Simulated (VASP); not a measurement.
GaN:

```
CELL_PARAMETERS angstrom
0.00000 2.10852 2.10852
2.10852 0.00000 2.10852
2.10852 2.10852 0.00000
ATOMIC_POSITIONS crystal
Ga 0.50000 0.50000 0.50000
N 0.00000 0.00000 0.00000
```

Program: VASP 6.6.1. Alike in all runs: task single point; potentials or basis VASP PAW PBE potentials, release 64 (Ga_d, N); no spin polarisation; cell as given; smearing gaussian 0.01 eV.

Order these runs on this cell by their band gap on the k mesh, lowest first.
A. level HSE06; k mesh 4 × 4 × 4; cutoff (eV) 520; grid for exact exchange (PRECFOCK) Normal; screening parameter 0.2079 1/Å
B. level r2SCAN; k mesh 8 × 8 × 8; cutoff (eV) 520
C. level PBE; k mesh 8 × 8 × 8; cutoff (eV) 520
D. level PBE; k mesh 5 × 5 × 5; cutoff (eV) 600
E. level HSE06; k mesh 6 × 6 × 6; cutoff (eV) 520; grid for exact exchange (PRECFOCK) Normal; screening parameter 0.2079 1/Å

C (0.65 eV), B (1.17 eV), D (1.36 eV), E (1.89 eV), A (2.10 eV).

Caveats: some runs use coarse meshes.

A k mesh can miss the band edges, odd and even meshes differently.
